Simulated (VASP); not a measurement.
**TlGa: relaxation of cell and atoms with PBE**

The system is TlGa.

```xyz
2
Lattice="0.0000 3.0249 3.0249 3.0249 0.0000 3.0249 3.0249 3.0249 0.0000" Properties=species:S:1:pos:R:3 pbc="T T T"
Tl    0.0000    0.0000    0.0000
Ga    3.0249    3.0249    3.0249
```

| Quantity | Value |
| --- | --- |
| Program | VASP 6.6.1 |
| Task | relaxation of cell and atoms |
| Functional | PBE |
| Potentials or basis | VASP PAW PBE potentials, release 64 (Tl_d, Ga_d) |
| Cutoff | 500 eV |
| k mesh | 16 × 16 × 16 |
| Occupations | gaussian, width 0.1 eV |
| Spin | no spin polarisation |
| Dipole correction | no |
| Further INCAR settings | ALGO = Normal; EDIFF = 1e-07; IBRION = 2; EDIFFG = -0.01; NSW = 100; ISIF = 3 |

- Relaxed volume: 26.96 Å³/atom
- Relaxed cell: a = 4.241 Å, b = 4.241 Å, c = 4.241 Å, α = 60.00°, β = 60.00°, γ = 60.00°
- Space group after relaxing (to 0.05 Å): Fm-3m (No. 225)
- Energy gained by relaxing: 1.7 meV/atom
- Ionic steps: 3
- Pressure after relaxing: 0.0 GPa
- Band gap on the k mesh: zero (band 13 reaches 8.04 eV, above the bottom of band 14 at 2.72 eV)

Step by step:
```
step  energy change (eV)  largest force (eV/Å)  pressure (GPa)  volume (Å³)
   1              0.0000                0.0000           -0.72        55.35
   2             -0.0031                0.0000           -0.26        54.36
   3             -0.0035                0.0000           -0.01        53.92
```

Final structure:
```xyz
2
Lattice="0.0000 2.9985 2.9985 2.9985 0.0000 2.9985 2.9985 2.9985 0.0000" Properties=species:S:1:pos:R:3 pbc="T T T"
Tl    0.0000    0.0000    0.0000
Ga    2.9985    2.9985    2.9985
```

Levels at points of the mesh, in eV from the Fermi level:
| k point | band 9 | band 10 | band 11 | band 12 | band 13 | band 14 | band 15 | band 16 | band 17 |
| --- | --- | --- | --- | --- | --- | --- | --- | --- | --- |
| (0.00, 0.00, 0.00) | -11.41 | -11.41 | -9.78 | 0.82 | 2.04 | 2.04 | 2.04 | 7.61 | 7.61 |
| (0.50, 0.00, 0.00) | -11.35 | -11.35 | -6.74 | -6.35 | 3.12 | 3.12 | 3.39 | 3.39 | 3.58 |
| (0.50, 0.50, 0.00) | -11.31 | -11.31 | -6.26 | -3.30 | -2.77 | -0.54 | -0.54 | 4.58 | 10.30 |

Run time: 72 s on 1 thread of Intel(R) Xeon(R) 6975P-C (Granite Rapids) (shared host), peak memory 0.29 GiB.

Caveat: spin-orbit coupling is left out, which moves the levels of the heavy elements.
